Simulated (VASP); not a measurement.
Hf, 2 atoms in the cell. The typed cell holds 2 atoms: a = 3.197 Å, b = 3.238 Å, c = 5.059 Å, α = 90.62°, β = 91.71°, γ = 121.27°.  This cell differs from its parent crystal: equal xy, yz and zx shear strains of -3 %.

| Quantity | Value |
| --- | --- |
| Program | VASP 6.6.1 |
| Task | single point |
| Functional | PBE |
| Potentials or basis | VASP PAW PBE potentials, release 64 (Hf_pv) |
| Cutoff | 520 eV |
| k mesh | 13 × 13 × 7 |
| Occupations | fermi-dirac, width 0.05 eV |
| Spin | no spin polarisation |
| Dipole correction | no |
| Further INCAR settings | ALGO = Normal; EDIFF = 1e-06; NBANDS = 17 |

Potentials or basis: VASP PAW PBE potentials, release 64 (Hf_pv).

Command:

```sh
$ cat potpaw_PBE.64/Hf_pv/POTCAR > POTCAR
$ mpirun -np 1 vasp_std > vasp.out
```

Hardware: 1 thread of Oxide Virtual Turin-like Processor, on a shared host.

Problem. How long does it take, and how much memory?

Solution. It took 7.9 min on 1 thread of Oxide Virtual Turin-like Processor, with other jobs on the host, peak memory 0.43 GiB. Counts: scf iterations 12, k points 592.
